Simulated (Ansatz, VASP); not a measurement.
**One calculation of SnTe, two programs**

```
Te Sn
1.0
     0.00000    3.10827    3.10827
     3.10827    0.00000    3.10827
     3.10827    3.10827    0.00000
Te Sn
1 1
Direct
  0.50000 0.50000 0.50000
  0.00000 0.00000 0.00000
```

Alike in both runs: task single point; functional PBEsol-based screened hybrid with a share of 0.25 of exact exchange and HFSCREEN = 0.207; k mesh 4 × 4 × 4; occupations fermi-dirac, width 0.05 eV; no spin polarisation.

|  | VASP | Ansatz |
| --- | --- | --- |
| version | VASP 6.6.1 | Ansatz 0.2.0 |
| potentials or method | VASP PAW PBE potentials, release 64 (Te, Sn_d) | Ansatz PAW |
| plane-wave cutoff (eV) | 520 | 420 |
| valence electrons in the cell | 20 | 30 |

```csv
,VASP,Ansatz,Ansatz less VASP
pressure (GPa),0.6,1.0,+0.37
```

VASP's potentials were made for PBE, not for PBEsol-based screened hybrid. VASP's potentials hold 20 valence electrons a cell and Ansatz's 30, so a difference there can come from the potentials and not from the codes.

The k mesh is coarse, so the values compare programs but aren't converged. Spin-orbit coupling is off throughout.
